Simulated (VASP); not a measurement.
Input of a VASP 6.6.1 run:

INCAR

```
SYSTEM = Re
PREC = Accurate
ENCUT = 520
EDIFF = 1E-6
ISMEAR = -1
SIGMA = 0.05
LREAL = .False.
LASPH = .True.
NELM = 80
ALGO = Normal
ISIF = 2
LWAVE = .False.
LCHARG = .True.
GGA = PS
LELF = .True.
LVHAR = .True.
NBANDS = 14
```

KPOINTS

```
Automatic mesh
0
Gamma
  18 18 10
  0 0 0
```

The input POSCAR:

```
Re
1.0
    2.5677224212      0.0000000000      0.0000000000
   -1.2838612106      2.2237128466      0.0000000000
    0.0000000000      0.0000000000      4.1057498614
Re
2
Direct
    0.3333333333      0.6666666667      0.2500000000
    0.6666666667      0.3333333333      0.7500000000
```

Potentials or basis: VASP PAW PBE potentials, release 64 (Re).

Run with:

```sh
$ cat potpaw_PBE.64/Re/POTCAR > POTCAR
$ mpirun -np 1 vasp_std > vasp.out
```

Question: What does it give for the pressure?

Answer: 139.2 GPa.

Question: What does it give for the band gap on the k mesh?

Answer: Zero (bands 7 and 8 overlap by 5.05 eV).

Stress tensor (GPa, compression positive):
```
136.23   0.00   0.00
  0.00 136.23   0.00
  0.00   0.00 145.19
```

Caveat: the cell stands under pressure; the PAW data sets were made with another functional, which shifts forces and pressure a little; spin-orbit coupling is left out, which moves the levels of the heavy elements.
